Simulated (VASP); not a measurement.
Runs of VASP 6.6.1 on MgB2. The structure is that of space group P6/mmm (No. 191), or close to it. The cells are those of the table. 

```csv
task,level,potentials or basis,cell,k mesh,cutoff (eV),gap on the mesh (eV),pressure (GPa),relaxed volume (Å³/atom)
single point,PBE,"VASP PAW PBE potentials, release 64 (Mg, B)","a = 3.076, b = 3.076, c = 3.520 Å, angles 90.0, 90.0, 120.0°, 3 atoms",12 × 12 × 9,520,none,-0.3,-
relaxation of cell and atoms,r2SCAN,"VASP PAW PBE potentials, release 64 (Mg, B)","relaxed from a = 3.085, b = 3.085, c = 3.523 Å, angles 90.0, 90.0, 120.0°, 3 atoms",12 × 12 × 9,600,none,0.0,9.51
single point,r2SCAN,"VASP PAW PBE potentials, release 64 (Mg, B)","a = 3.071, b = 3.071, c = 3.509 Å, angles 90.0, 90.0, 120.0°, 3 atoms",13 × 13 × 10,520,none,-0.5,-
single point,LDA,"VASP PAW LDA potentials, release 64 (Mg, B)","a = 3.038, b = 3.038, c = 3.450 Å, angles 90.0, 90.0, 120.0°, 3 atoms",12 × 12 × 9,520,none,(a),-
relaxation of cell and atoms,PBEsol,"VASP PAW PBE potentials, release 64 (Mg, B)","relaxed from a = 3.085, b = 3.085, c = 3.523 Å, angles 90.0, 90.0, 120.0°, 3 atoms",12 × 12 × 9,600,none,0.0,(b)
single point,PBEsol,"VASP PAW PBE potentials, release 64 (Mg, B)","a = 3.065, b = 3.065, c = 3.492 Å, angles 90.0, 90.0, 120.0°, 3 atoms",12 × 12 × 9,520,none,0.0,-
single point,r2SCAN,"VASP PAW PBE potentials, release 64 (Mg, B)","a = 3.071, b = 3.071, c = 3.509 Å, angles 90.0, 90.0, 120.0°, 3 atoms",12 × 12 × 9,520,none,-0.5,-
relaxation of cell and atoms,PBE,"VASP PAW PBE potentials, release 64 (Mg, B)","relaxed from a = 3.085, b = 3.085, c = 3.523 Å, angles 90.0, 90.0, 120.0°, 3 atoms",12 × 12 × 9,600,none,0.0,9.60
```

Alike in all rows: no spin polarisation; smearing fermi-dirac 0.1 eV.

Problem. Estimate the missing entries.

Solution. (a) -0.7; (b) 9.47.

Caveats: the PAW data sets were made with another functional, which shifts forces and pressure a little (some runs).

A gap of «none» marks levels without a gap at the run's occupations.
